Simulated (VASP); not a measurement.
## Li7S: relaxation of cell and atoms with PBE

The system is Li7S.

```
CELL_PARAMETERS angstrom
0.00000 4.10264 4.10264
4.10264 0.00000 4.10264
4.10264 4.10264 0.00000
ATOMIC_POSITIONS crystal
Li 0.50000 0.50000 0.50000
Li 0.50000 0.00000 0.00000
Li 0.50000 0.00000 0.50000
Li 0.00000 0.50000 0.50000
Li 0.00000 0.50000 0.00000
Li 0.50000 0.50000 0.00000
Li 0.00000 0.00000 0.50000
S 0.00000 0.00000 0.00000
```

```
Program                : VASP 6.6.1
Task                   : relaxation of cell and atoms
Functional             : PBE
Potentials or basis    : VASP PAW PBE potentials, release 64 (Li_sv, S)
Cutoff                 : 600 eV
k mesh                 : 8 × 8 × 8
Occupations            : gaussian, width 0.1 eV
Spin                   : no spin polarisation
Dipole correction      : no
Further INCAR settings : ALGO = Normal; EDIFF = 1e-06; IBRION = 2; EDIFFG = -0.01; NSW = 100; ISIF = 3
```

```json
{
 "Relaxed volume": "17.08 Å³/atom",
 "Relaxed cell": "a = 5.782 Å, b = 5.782 Å, c = 5.782 Å, α = 60.00°, β = 60.00°, γ = 60.00°",
 "Space group after relaxing (to 0.05 Å)": "Fm-3m (No. 225)",
 "Energy gained by relaxing": "0.1 meV/atom",
 "Ionic steps": "3",
 "Pressure after relaxing": "0.0 GPa"
}
```

The path:
```tsv
step	energy change (eV)	largest force (eV/Å)	pressure (GPa)	volume (Å³)
1	0.0000	0.0000	-0.18	138.11
2	-0.0004	0.0000	-0.13	137.72
3	-0.0007	0.0000	0.02	136.68
```

Final structure:
```
Li S
1.0
     0.00000    4.08844    4.08844
     4.08844    0.00000    4.08844
     4.08844    4.08844    0.00000
Li S
7 1
Direct
  0.50000 0.50000 0.50000
  0.50000 0.00000 0.00000
  0.50000 0.00000 0.50000
  0.00000 0.50000 0.50000
  0.00000 0.50000 0.00000
  0.50000 0.50000 0.00000
  0.00000 0.00000 0.50000
  0.00000 0.00000 0.00000
```

Levels at points of the mesh, in eV from the Fermi level:
```
           k point  band 9  band 10  band 11  band 12  band 13  band 14  band 15  band 16  band 17  band 18
(0.00, 0.00, 0.00)   -3.26    -3.26    -3.26    -2.55    -0.03     0.81     0.81     0.81     3.29     3.29
(0.50, 0.00, 0.00)   -3.94    -3.17    -3.17    -1.34    -0.24     0.37     0.37     0.70     2.11     4.46
(0.50, 0.50, 0.00)   -3.76    -3.31    -3.31    -1.68    -0.58     0.40     1.42     1.42     2.50     3.67
```

Wall time 120 s on 1 thread of AMD EPYC 9R45 (Zen 5), on a shared host, peak memory 0.31 GiB.

Caveat: the cutoff is under 1.25 times the usual one of these potentials, so pressure, stress and relaxed cells hold a basis-set (Pulay) error.
